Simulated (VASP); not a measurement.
Runs of VASP 6.6.1 on Ge. The structure is that of space group I4_1/amd (No. 141), or close to it. The cells are those of the table. 

```csv
cell,gap on the mesh (eV),pressure (GPa)
"a = 3.839, b = 3.839, c = 4.064 Å, angles 58.0, 58.0, 63.9°, 2 atoms",none,4.4
"a = 4.057, b = 4.057, c = 3.674 Å, angles 63.1, 63.1, 53.8°, 2 atoms",none,4.7
"a = 4.022, b = 4.022, c = 4.369 Å, angles 57.1, 57.1, 65.8°, 2 atoms",none,-5.8
"a = 3.998, b = 3.998, c = 3.749 Å, angles 62.0, 62.0, 55.9°, 2 atoms",none,4.7
"a = 4.142, b = 4.142, c = 3.884 Å, angles 62.0, 62.0, 55.9°, 2 atoms",none,(b)
"a = 4.274, b = 4.274, c = 3.870 Å, angles 63.1, 63.1, 53.8°, 2 atoms",none,-5.2
"a = 4.074, b = 4.074, c = 4.196 Å, angles 59.0, 59.0, 62.0°, 2 atoms",none,-5.6
"a = 3.888, b = 3.888, c = 4.224 Å, angles 57.1, 57.1, 65.8°, 2 atoms",none,(a)
"a = 3.868, b = 3.868, c = 3.983 Å, angles 59.0, 59.0, 62.0°, 2 atoms",none,4.6
```

Alike in all rows: task single point; level LDA; potentials or basis VASP PAW LDA potentials, release 64 (Ge_d); no spin polarisation; k mesh 16 × 16 × 16; cutoff (eV) 520; smearing gaussian 0.15 eV.

Question: Fill in the values left out.

Answer: (a) -0.4; (b) -3.0.

Caveats: semilocal functionals underestimate gaps, and a narrow one can read as zero (at least some runs); the stress differs along the axes, from 2 to 9 GPa (at least some runs); the stress differs along the axes, from -6 to 10 GPa (at least some runs); the stress differs along the axes, from -8 to -1 GPa (at least some runs); the stress differs along the axes, from -3 to 8 GPa (at least some runs); the stress differs along the axes, from -10 to 0 GPa (at least some runs); the stress differs along the axes, from -14 to -1 GPa (at least some runs).

A k mesh can miss the band edges, and the runs leave out spin-orbit coupling on Ge.

A gap of «none» marks levels without a gap at the run's occupations.
